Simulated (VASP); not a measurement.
MgB2, 3 atoms in the cell. Symmetry: P6/mmm, No. 191, hexagonal system. Conventional cell: a = 3.043 Å, b = 3.043 Å, c = 3.475 Å, α = 90.00°, β = 90.00°, γ = 120.00°. Within 3.3 Å of Mg (site symmetry 6/mmm) lie 12 B at 2.47 Å and 6 Mg at 3.04 Å. Within 2.3 Å of B (site symmetry -6m2) lie 3 B at 1.76 Å.  This cell differs from its parent crystal: volume scaled by 0.96.

- Program: VASP 6.6.1
- Task: electric field gradients
- Functional: PBE
- Potentials or basis: VASP PAW PBE potentials, release 64 (Mg, B)
- Cutoff: 520 eV
- k mesh: 12 × 12 × 9
- Occupations: fermi-dirac, width 0.05 eV
- Spin: no spin polarisation
- Dipole correction: no
- Further INCAR settings: ALGO = Normal; EDIFF = 1e-08; NBANDS = 11

Potentials or basis: VASP PAW PBE potentials, release 64 (Mg, B).

Run with:

```console
$ cat potpaw_PBE.64/Mg/POTCAR potpaw_PBE.64/B/POTCAR > POTCAR
$ mpirun -np 1 vasp_std > vasp.out
```

Hardware: 1 thread of Intel(R) Xeon(R) 6975P-C (Granite Rapids), on a shared host.

Question: Estimate the wall time of this run.

Answer: Run time: 13 s on 1 thread of Intel(R) Xeon(R) 6975P-C (Granite Rapids), on a shared host, peak memory 0.16 GiB. Counts: scf iterations 14, k points 95.
